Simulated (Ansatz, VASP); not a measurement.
## One calculation of Au, two programs

```xyz
2
Lattice="2.8769 0.0000 0.0000 -1.4384 2.4915 0.0000 0.0000 0.0000 4.8123" Properties=species:S:1:pos:R:3 pbc="T T T"
Au    0.0000    1.6610    1.2031
Au    1.4384    0.8305    3.6093
```

Alike in both runs: task single point; functional LDA; k mesh 14 × 14 × 8; occupations fermi-dirac, width 0.1 eV; no spin polarisation.

|  | VASP | Ansatz |
| --- | --- | --- |
| version | VASP 6.6.1 | Ansatz 0.2.0 |
| potentials or method | VASP PAW LDA potentials, release 64 (Au), cutoff 520 eV | plane waves (420 eV) with PAW, scalar-relativistic |
| valence electrons in the cell | 22 | 38 |

Ansatz gave:

| Quantity | Value |
| --- | --- |
| pressure (GPa) | -6.6 |
| traceless stress, the component that is largest in VASP (GPa) | 0.37 |

Problem. Which values does VASP return?

Solution. Pressure (GPa): -6.2; traceless stress, the component that is largest in VASP (GPa): 0.26.

Ansatz warns that its potentials were made for another functional, while VASP's fit it. LDA's correlation is that of Perdew and Zunger in VASP and of Perdew and Wang (1992) in Ansatz. VASP's potentials hold 22 valence electrons a cell and Ansatz's 38, so a difference there can come from the potentials and not from the codes.

Neither program's run includes spin-orbit coupling.
